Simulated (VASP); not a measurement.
# Al6H in VASP: a series of runs, part 2 of 2

VASP 6.6.1. Earlier steps stand in the parts before.

**3. Single point, PBE**

File INCAR:

```
  PREC = Accurate
  ENCUT = 520
  EDIFF = 1E-7
  ISMEAR = 0
  SIGMA = 0.1
  LREAL = F
  LASPH = T
  NELM = 60
  ALGO = Normal
  ISIF = 2
  LWAVE = F
  LCHARG = F
  LDIPOL = T
  IDIPOL = 3
  DIPOL = 0.5 0.5 0.310
  GGA = PE
  NBANDS = 32
```

File KPOINTS:

```
Automatic mesh
0
Gamma
  6 6 1
```

File POSCAR:

```
Al6H
1.0
    5.7143028096      0.0000000000      0.0000000000
   -2.8571514048      4.9487313980      0.0000000000
    0.0000000000      0.0000000000     22.6016424997
Al H
12 2
Direct
    0.3333333333      0.1666666667      0.1769782882
    0.3333333333      0.6666666667      0.1769782882
    0.8333333333      0.1666666667      0.1769782882
    0.8333333333      0.6666666667      0.1769782882
    0.1666666667      0.3333333333      0.2787817902
    0.1666666667      0.8333333333      0.2787817902
    0.6666666667      0.3333333333      0.2787817902
    0.6666666667      0.8333333333      0.2787817902
    0.0000000000      0.0000000000      0.3805759913
    0.0000000000      0.5000000000      0.3805759913
    0.5000000000      0.0000000000      0.3805759913
    0.5000000000      0.5000000000      0.3805759913
    0.2677085297      0.1666666667      0.4956118786
    0.3989581370      0.1666666667      0.4956118786
```

Potentials or basis: VASP PAW PBE potentials, release 64 (Al, H).

On the command line:

```sh
$ cat potpaw_PBE.64/Al/POTCAR potpaw_PBE.64/H/POTCAR > POTCAR
$ mpirun -np 1 vasp_std > vasp.out
```

OUTCAR:

```text
PREC = Accurate
   ENCUT = 520
   EDIFF = 1E-7
   ISMEAR = 0
   LREAL = F
   LASPH = T
   NELM = 60
   ISIF = 2
   GGA = PE

 ion  position               nearest neighbor table
   1  0.333  0.167  0.177-   5 2.83   6 2.83   7 2.83   4 2.86   2 2.86   2 2.86   4 2.86   3 2.86
                             3 2.86
   2  0.333  0.667  0.177-   6 2.83   5 2.83   8 2.83   3 2.86   1 2.86   1 2.86   3 2.86   4 2.86
                             4 2.86
   3  0.833  0.167  0.177-   7 2.83   8 2.83   5 2.83   4 2.86   2 2.86   4 2.86   2 2.86   1 2.86
                             1 2.86
   4  0.833  0.667  0.177-   8 2.83   7 2.83   6 2.83   3 2.86   1 2.86   3 2.86   1 2.86   2 2.86
                             2 2.86
   5  0.167  0.333  0.279-   9 2.83  12 2.83  10 2.83   1 2.83   2 2.83   3 2.83   8 2.86   6 2.86
                             6 2.86   8 2.86   7 2.86   7 2.86
   6  0.167  0.833  0.279-  10 2.83  11 2.83   9 2.83   2 2.83   1 2.83   4 2.83   7 2.86   5 2.86
                             5 2.86   7 2.86   8 2.86   8 2.86
   7  0.667  0.333  0.279-  11 2.83  10 2.83  12 2.83   3 2.83   4 2.83   1 2.83   8 2.86   6 2.86
                             8 2.86   6 2.86   5 2.86   5 2.86
   8  0.667  0.833  0.279-  12 2.83   9 2.83  11 2.83   4 2.83   3 2.83   2 2.83   7 2.86   5 2.86
                             7 2.86   5 2.86   6 2.86   6 2.86
   9  0.000  0.000  0.381-   5 2.83   8 2.83   6 2.83  10 2.86  12 2.86  10 2.86  12 2.86  11 2.86
                            11 2.86
  10  0.000  0.500  0.381-   6 2.83   7 2.83   5 2.83   9 2.86  11 2.86   9 2.86  11 2.86  12 2.86
                            12 2.86
  11  0.500  0.000  0.381-   7 2.83   6 2.83   8 2.83  10 2.86  12 2.86  12 2.86  10 2.86   9 2.86
                             9 2.86
  12  0.500  0.500  0.381-   8 2.83   5 2.83   7 2.83   9 2.86  11 2.86  11 2.86   9 2.86  10 2.86
                            10 2.86
  13  0.268  0.167  0.496-  14 0.75
  14  0.399  0.167  0.496-  13 0.75

  LATTYP: Found a hexagonal cell.
 ALAT       =     5.7143028096
 C/A-ratio  =     3.9552756045

[... 191 lines left out ...]
  ---------------------------------------------------
  ext. energy  EPLUGINS =         0.00000000
  ---------------------------------------------------
  free energy    TOTEN  =       -48.77006960 eV

  energy without entropy =      -48.73699522  energy(sigma->0) =      -48.75353241

 E-fermi :  -0.1261     XC(G=0):  -4.1115

 val. band max:       -0.1387863623   @ k =   0.5000   0.3333   0.0000
 cond. band min:      -0.0878880770   @ k =   0.1667   0.1667   0.0000
 fundamental gap:      0.0508982853
 Fermi energy:        -0.1260761029

 k-point     1 :       0.0000    0.0000    0.0000
  band No.  band energies     occupation
      1     -10.6913      2.00000
      2      -9.0104      2.00000
      3      -7.1772      2.00000
      4      -6.0924      2.00000
      5      -4.8139      2.00000
      6      -4.8136      2.00000
[... 431 lines left out ...]
     30       3.1855      0.00000
     31       3.3085      0.00000
 [bands above 31 left out]

------------------------ aborting loop because EDIFF is reached ----------------------------------------

 vacuum level on the upper side and lower side of the slab       (xc-potential included)        -0.068         0.018

  FORCE on cell =-STRESS in cart. coord.  units (eV):
  Direction    XX          YY          ZZ          XY          YZ          ZX
  --------------------------------------------------------------------------------------
  -------------------------------------------------------------------------------------
  Total       -2.9099235     -3.0076366      1.2620854      0.0000000      0.0036291      0.0000000
  in kB       -7.2944914     -7.5394352      3.1637502      0.0000000      0.0090973      0.0000000
  external PRESSURE =      -3.8900588 kB  Pullay stress =       0.0000000 kB

 VOLUME and BASIS-vectors are now :
 -----------------------------------------------------------------------------
  energy-cutoff  :      520.00
  volume of cell :      639.14
      direct lattice vectors                 reciprocal lattice vectors
     5.714302810  0.000000000  0.000000000     0.174999476  0.101035995  0.000000000
    -2.857151405  4.948731398  0.000000000     0.000000000  0.202071990  0.000000000
     0.000000000  0.000000000 22.601642500     0.000000000  0.000000000  0.044244572

 POSITION                                       TOTAL-FORCE (eV/Angst)
 -----------------------------------------------------------------------------------
      1.42858      0.82479      4.00000        -0.000000      0.002176     -0.015333
     -0.00000      3.29915      4.00000        -0.009435     -0.007923     -0.008279
      4.28573      0.82479      4.00000        -0.000000      0.014272     -0.006846
      2.85715      3.29915      4.00000         0.009435     -0.007923     -0.008279
      0.00000      1.64958      6.30093         0.016561     -0.004218     -0.024667
     -1.42858      4.12394      6.30093        -0.000000      0.016776     -0.027239
      2.85715      1.64958      6.30093        -0.016561     -0.004218     -0.024667
      1.42858      4.12394      6.30093        -0.000000     -0.002987      0.029386
      0.00000      0.00000      8.60164        -0.011006     -0.015279     -0.112200
     -1.42858      2.47437      8.60164        -0.000000      0.005113      0.026634
      2.85715      0.00000      8.60164         0.011006     -0.015279     -0.112200
      1.42858      2.47437      8.60164        -0.000000      0.012259     -0.105367
      1.05358      0.82479     11.20164        -0.106248      0.003616      0.194528
      1.80358      0.82479     11.20164         0.106248      0.003616      0.194528
 -----------------------------------------------------------------------------------
    total drift:                               -0.000000      0.000016     -0.000070

  FREE ENERGIE OF THE ION-ELECTRON SYSTEM (eV)
  ---------------------------------------------------
  free  energy   TOTEN  =       -48.7700696027 eV

  energy  without entropy=      -48.7369952212  energy(sigma->0) =      -48.75353241

 vacuum level on the upper side and lower side of the slab         3.698         3.786
```

OSZICAR:

```text
N       E                     dE             d eps       ncg     rms          rms(c)
DAV:   1     0.126681335020E+03    0.12668E+03   -0.11327E+04   832   0.830E+02
DAV:   2    -0.419167969163E+02   -0.16860E+03   -0.16258E+03  1152   0.146E+02
DAV:   3    -0.512264888025E+02   -0.93097E+01   -0.90704E+01  1024   0.345E+01
[... 19 lines left out ...]
DAV:  23    -0.487700677528E+02   -0.42536E-05   -0.17824E-07   960   0.130E-03    0.359E-04
DAV:  24    -0.487700689328E+02   -0.11801E-05   -0.31517E-08   792   0.591E-04    0.205E-04
DAV:  25    -0.487700693306E+02   -0.39776E-06   -0.99753E-09   840   0.360E-04    0.141E-04
DAV:  26    -0.487700695673E+02   -0.23667E-06   -0.10849E-08   752   0.334E-04    0.838E-05
DAV:  27    -0.487700696027E+02   -0.35391E-07   -0.17956E-09   720   0.191E-04
   1 F= -.48770070E+02 E0= -.48753532E+02  d E =-.330744E-01
```

stdout:

```text
POSCAR found type information on POSCAR AlH
 POSCAR found :  2 types and      14 ions
 scaLAPACK will be used
 LDA part: xc-table for (Slater+PW92), standard interpolation
 POSCAR, INCAR and KPOINTS ok, starting setup
 FFT: planning ... GRIDC
 FFT: planning ... GRID_SOFT
 FFT: planning ... GRID
 WAVECAR not read
 entering main loop
```

It took 10 min on 1 thread of Intel Xeon Platinum 8259CL at 2.50GHz (Skylake/Cascade Lake), shared host; peak memory 0.7 GiB.

What came out:

* Free energy: -48.7701 eV
* Largest force: 0.222 eV/Å
* Band gap on the k mesh: zero (bands 19 and 20 overlap by 1.01 eV)

Forces in eV/Å, atoms in the order of the input:
```
Al   0.000  0.002 -0.015
Al  -0.009 -0.008 -0.008
Al   0.000  0.014 -0.007
Al   0.009 -0.008 -0.008
Al   0.017 -0.004 -0.025
Al   0.000  0.017 -0.027
Al  -0.017 -0.004 -0.025
Al   0.000 -0.003  0.029
Al  -0.011 -0.015 -0.112
Al   0.000  0.005  0.027
Al   0.011 -0.015 -0.112
Al   0.000  0.012 -0.105
H   -0.106  0.004  0.195
H    0.106  0.004  0.195
```
